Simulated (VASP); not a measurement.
# Ta16C (a cell with a defect) in VASP: a series of runs, part 2 of 3

VASP 6.6.1.

## (4) Single point, PBE+D3(BJ)

Contents of INCAR:

```
PREC = Accurate
ENCUT = 520
EDIFF = 1E-6
ISMEAR = 0
SIGMA = 0.05
LREAL = Auto
LASPH = True
NELM = 100
ALGO = Normal
ISIF = 2
LWAVE = False
LCHARG = False
GGA = PE
IVDW = 12
NBANDS = 104
```

Contents of KPOINTS:

```
regular mesh
0
Gamma
  3 3 3
```

Contents of POSCAR:

```
Ta16C
1.0
    6.6200000000      0.0000000000      0.0000000000
    0.0000000000      6.6200000000      0.0000000000
    0.0000000000      0.0000000000      6.6200000000
Ta C
16 1
Direct
   -0.0075445619      0.0004285498     -0.0004975831
    0.5033886707      0.0387120846     -0.0003471299
   -0.0075652568      0.4954525680     -0.0004944109
   -0.0098854985     -0.0051252266      0.4996429003
    0.2405712991      0.2479468278      0.2540981873
    0.5034025680      0.4571323263     -0.0003463746
    0.4949941088     -0.0008703927      0.4995439577
    0.7578897281      0.2479299094      0.2601620846
   -0.0099148036      0.5010293051      0.4996433535
    0.2414070997      0.7479280967      0.2576903323
    0.2406610272      0.2479490937      0.7449947130
    0.4950072508      0.4967570997      0.4995466767
    0.7366194864      0.7479539275      0.2452800604
    0.7577126888      0.2479318731      0.7388383686
    0.2414287009      0.7479276435      0.7415617825
    0.7365445619      0.7479555891      0.7538534743
    0.4328663142      0.7479161631     -0.0002410876
```

Potentials or basis: VASP PAW PBE potentials, release 64 (Ta_pv, C).

Started as:

```
cat potpaw_PBE.64/Ta_pv/POTCAR potpaw_PBE.64/C/POTCAR > POTCAR
mpirun -np 1 vasp_std > vasp.out
```

OUTCAR:

```text
PREC = Accurate
   ENCUT = 520
   EDIFF = 1E-6
   ISMEAR = 0
   LREAL = Auto
   LASPH = True
   NELM = 100
   ISIF = 2
   GGA = PE
   IVDW = 12
 IVDW          = 12

 ion  position               nearest neighbor table
   1  0.992  0.000  1.000-   8 2.84  14 2.84   5 2.87  11 2.87  16 2.88  13 2.88  15 2.90  10 2.90
                             2 3.25   3 3.28   4 3.31   4 3.31   3 3.34   2 3.39
   2  0.503  0.039  1.000-  17 1.98   6 2.77   8 2.78  14 2.78   5 2.79  11 2.79  13 2.96  16 2.96
                            10 3.10  15 3.10   1 3.25   7 3.32   7 3.32   1 3.39
   3  0.992  0.495  1.000-   8 2.84  14 2.84   5 2.87  11 2.87  16 2.88  13 2.88  15 2.90  10 2.90
                             6 3.25   1 3.28   9 3.31   9 3.31   1 3.34   6 3.39
   4  0.990  0.995  0.500-  14 2.77   8 2.77  15 2.83  10 2.83  11 2.86   5 2.86  16 2.88  13 2.89
                             9 3.27   7 3.28   1 3.31   1 3.31   7 3.34   9 3.35
   5  0.241  0.248  0.254-   6 2.79   2 2.79   7 2.86  12 2.86   4 2.86   9 2.86   1 2.87   3 2.87
                             8 3.20  11 3.25  10 3.31  10 3.31  11 3.37   8 3.42
   6  0.503  0.457  1.000-  17 1.98   2 2.77   8 2.78  14 2.78   5 2.79  11 2.79  13 2.96  16 2.96
                            10 3.10  15 3.10   3 3.25  12 3.32  12 3.32   3 3.39
   7  0.495  0.999  0.500-  10 2.85  15 2.85  16 2.86  13 2.86  11 2.86   5 2.86  14 2.87   8 2.87
                             4 3.28  12 3.29   2 3.32   2 3.32  12 3.33   4 3.34
   8  0.758  0.248  0.260-   4 2.77   9 2.77   6 2.78   2 2.78   3 2.84   1 2.84   7 2.87  12 2.87
                            14 3.17   5 3.20  13 3.31  13 3.31   5 3.42  14 3.45
   9  0.990  0.501  0.500-  14 2.77   8 2.77  15 2.83  10 2.83  11 2.86   5 2.86  16 2.88  13 2.88
                             4 3.27  12 3.28   3 3.31   3 3.31  12 3.34   4 3.35
  10  0.241  0.748  0.258-  17 2.13   9 2.83   4 2.83  12 2.85   7 2.85   3 2.90   1 2.90   2 3.10
                             6 3.10  15 3.20  13 3.28   5 3.31   5 3.31  13 3.34  15 3.42
  11  0.241  0.248  0.745-   6 2.79   2 2.79  12 2.86   7 2.86   4 2.86   9 2.86   1 2.87   3 2.87
                            14 3.20   5 3.25  15 3.31  15 3.31   5 3.37  14 3.42
  12  0.495  0.497  0.500-  10 2.85  15 2.85  16 2.86  13 2.86  11 2.86   5 2.86  14 2.87   8 2.87
                             9 3.28   7 3.29   6 3.32   6 3.32   7 3.33   9 3.34
  13  0.737  0.748  0.245-  17 2.59   7 2.86  12 2.86   1 2.88   3 2.88   9 2.88   4 2.89   2 2.96
                             6 2.96  16 3.25  10 3.28   8 3.31   8 3.31  10 3.34  16 3.37
  14  0.758  0.248  0.739-   4 2.77   9 2.77   6 2.78   2 2.78   1 2.84   3 2.84   7 2.87  12 2.87
                             8 3.17  11 3.20  16 3.31  16 3.31  11 3.42   8 3.45
  15  0.241  0.748  0.742-  17 2.13   9 2.83   4 2.83  12 2.85   7 2.85   3 2.90   1 2.90   2 3.10
                             6 3.10  10 3.20  16 3.28  11 3.31  11 3.31  16 3.34  10 3.42
[... 201 lines left out ...]
  ext. energy  EPLUGINS =         0.00000000
  ---------------------------------------------------
  free energy    TOTEN  =      -197.68032370 eV

  energy without entropy =     -197.64852491  energy(sigma->0) =     -197.66442431

 E-fermi :   5.6713     XC(G=0): -12.6915

 val. band max:        5.6611022336   @ k =   0.0000   0.0000   0.3333
 cond. band min:       5.6989192033   @ k =   0.3333   0.0000   0.3333
 fundamental gap:      0.0378169697
 Fermi energy:         5.6713374620

 k-point     1 :       0.0000    0.0000    0.0000
  band No.  band energies     occupation
      1     -28.7298      2.00000
      2     -28.6027      2.00000
      3     -28.5953      2.00000
      4     -28.5752      2.00000
      5     -28.5668      2.00000
      6     -28.5609      2.00000
[... 1459 lines left out ...]
    101       8.4875      0.00000
    102       8.5415      0.00000
 [bands above 102 left out]

------------------------ aborting loop because EDIFF is reached ----------------------------------------

 Edisp (eV)  -10.94173

 E8    (eV) :    -5.6825

  FORCE on cell =-STRESS in cart. coord.  units (eV):
  Direction    XX          YY          ZZ          XY          YZ          ZX
  --------------------------------------------------------------------------------------
  -------------------------------------------------------------------------------------
  Total      -2.04821    12.87061     1.39547    -0.00667     0.00062    -0.01397
  in kB     -11.31124    71.07809     7.70648    -0.03686     0.00344    -0.07713
  external pressure =       22.49 kB  Pullay stress =        0.00 kB

 VOLUME and BASIS-vectors are now :
 -----------------------------------------------------------------------------
  energy-cutoff  :      520.00
  volume of cell :      290.12
      direct lattice vectors                 reciprocal lattice vectors
     6.620000000  0.000000000  0.000000000     0.151057402  0.000000000  0.000000000
     0.000000000  6.620000000  0.000000000     0.000000000  0.151057402  0.000000000
     0.000000000  0.000000000  6.620000000     0.000000000  0.000000000  0.151057402

 POSITION                                       TOTAL-FORCE (eV/Angst)
 -----------------------------------------------------------------------------------
      6.57006      0.00284      6.61671        -0.101625     -0.023491      0.001959
      3.33243      0.25627      6.61770        -0.148791      0.351300     -0.005924
      6.56992      3.27990      6.61673        -0.100884      0.023518      0.001816
      6.55456      6.58607      3.30764         0.002669     -0.170816     -0.004188
      1.59258      1.64141      1.68213        -0.172747     -0.001047      0.129168
      3.33253      3.02622      6.61771        -0.151259     -0.348315     -0.005396
[... 9 lines left out ...]
      4.87592      4.95147      4.99051        -0.246182     -0.000516      0.193242
      2.86558      4.95120      6.61840         1.235739      0.003709     -0.010657
 -----------------------------------------------------------------------------------
    total drift:                                0.001721     -0.001810      0.001093

  FREE ENERGIE OF THE ION-ELECTRON SYSTEM (eV)
  ---------------------------------------------------
  free  energy   TOTEN  =      -208.6220525084 eV

  energy  without entropy=     -208.5902537194  energy(sigma->0) =     -208.60615311
```

OSZICAR:

```text
N       E                     dE             d eps       ncg     rms          rms(c)
DAV:   1     0.201630311769E+04    0.20163E+04   -0.99176E+04  2912   0.182E+03
DAV:   2    -0.741465284961E+02   -0.20904E+04   -0.20447E+04  3024   0.557E+02
DAV:   3    -0.202919023278E+03   -0.12877E+03   -0.12208E+03  3712   0.113E+02
DAV:   4    -0.208099040368E+03   -0.51800E+01   -0.49783E+01  3448   0.188E+01
DAV:   5    -0.208290156791E+03   -0.19112E+00   -0.18961E+00  3632   0.318E+00    0.595E+01
DAV:   6    -0.199546730547E+03    0.87434E+01   -0.32527E+01  3736   0.191E+01    0.293E+01
DAV:   7    -0.198751247682E+03    0.79548E+00   -0.15370E+01  3648   0.174E+01    0.921E+00
DAV:   8    -0.197813425186E+03    0.93782E+00   -0.95274E+00  3680   0.129E+01    0.289E+00
DAV:   9    -0.197689772906E+03    0.12365E+00   -0.89846E-01  3520   0.425E+00    0.120E+00
DAV:  10    -0.197683230266E+03    0.65426E-02   -0.13355E-01  3736   0.161E+00    0.739E-01
DAV:  11    -0.197681254380E+03    0.19759E-02   -0.31848E-02  3576   0.886E-01    0.330E-01
DAV:  12    -0.197680470795E+03    0.78358E-03   -0.76100E-03  3576   0.495E-01    0.153E-01
DAV:  13    -0.197680302679E+03    0.16812E-03   -0.16382E-03  3712   0.181E-01    0.745E-02
DAV:  14    -0.197680331999E+03   -0.29321E-04   -0.28701E-04  3488   0.804E-02    0.370E-02
DAV:  15    -0.197680328523E+03    0.34768E-05   -0.51350E-05  3600   0.354E-02    0.146E-02
DAV:  16    -0.197680325628E+03    0.28944E-05   -0.11987E-05  2872   0.182E-02    0.794E-03
DAV:  17    -0.197680324027E+03    0.16010E-05   -0.19566E-06  1976   0.797E-03    0.238E-03
DAV:  18    -0.197680323701E+03    0.32636E-06   -0.59736E-07  1792   0.336E-03
   1 F= -.20862205E+03 E0= -.20860615E+03  d E =-.317988E-01
```

It took 7.4 min on 1 thread of Intel Xeon 6975P-C (Granite Rapids), shared host; peak memory 0.51 GiB.

Results:

```yaml
Free_energy: -208.6221 eV
Pressure: 2.2 GPa
Largest_force: 1.236 eV/Å
Band_gap_on_the_k_mesh: zero (bands 90 and 91 overlap by 1.36 eV)
Dispersion_energy_per_atom: -0.644 eV
```

Forces on the atoms (eV/Å):
```
Ta  -0.102 -0.023  0.002
Ta  -0.149  0.351 -0.006
Ta  -0.101  0.024  0.002
Ta   0.003 -0.171 -0.004
Ta  -0.173 -0.001  0.129
Ta  -0.151 -0.348 -0.005
Ta  -0.066  0.018  0.001
Ta   0.030  0.000  0.117
Ta   0.004  0.170 -0.004
Ta   0.081 -0.001 -0.323
Ta  -0.173 -0.001 -0.123
Ta  -0.068 -0.018  0.001
Ta  -0.246 -0.001 -0.190
Ta   0.033 -0.001 -0.107
Ta   0.088  0.000  0.328
Ta  -0.246 -0.001  0.193
C    1.236  0.004 -0.011
```

Stress tensor (GPa, compression positive):
```
-1.13  0.00 -0.01
 0.00  7.11  0.00
-0.01  0.00  0.77
```

Caveat: spin-orbit coupling is left out, which moves the levels of the heavy elements.

(Part 2 of 3 ends here.)
